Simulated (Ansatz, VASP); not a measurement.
**Ti2TeS: VASP beside Ansatz**

```
CELL_PARAMETERS angstrom
3.71762 -0.00155 -0.00097
-1.86017 3.22061 0.00036
-0.00350 -0.00044 12.27346
ATOMIC_POSITIONS crystal
Ti 0.66676 0.33350 0.90877
Ti 0.33319 0.66671 0.09125
Ti 0.66697 0.33333 0.59123
Ti 0.33308 0.66647 0.40878
Te 0.66636 0.33317 0.25001
Te 0.33365 0.66682 0.74999
S 0.99997 0.00011 0.99999
S 0.00002 0.99989 0.49998
```

Change from the starting cell: cell x1, atoms moved at random (sigma 0.1 Å) and cell strained at random (1.5 %), then relaxed without symmetry.

Alike in both runs: functional PBE; k mesh 6 × 6 × 2; occupations gaussian, width 0.2 eV; no spin polarisation.

Ansatz relaxed the structure, and its values are those at the end. VASP's run is a single point on that final structure, the one shown.

```csv
,VASP,Ansatz
version,VASP 6.6.1,Ansatz 0.2.0
potentials or method,"VASP PAW PBE potentials, release 64 (Ti_sv, Te, S), cutoff 500 eV","scalar-relativistic, plane waves, PAW"
valence electrons in the cell,72,92
```

```csv
,VASP,Ansatz,Ansatz less VASP
gap on the k mesh at the Fermi level (eV),none,none,-
pressure (GPa),0.0,-0.1,-0.07
rms of the force components (eV/Å),0.003,0.003,+0.0003
```

A gap of «none» marks a metal or a gap that the smearing closes. The functional is the same, so the differences come from potentials, cutoffs and numerics. VASP's potentials hold 72 valence electrons a cell and Ansatz's 92, so a difference there can come from the potentials and not from the codes.

Spin-orbit coupling is off throughout.
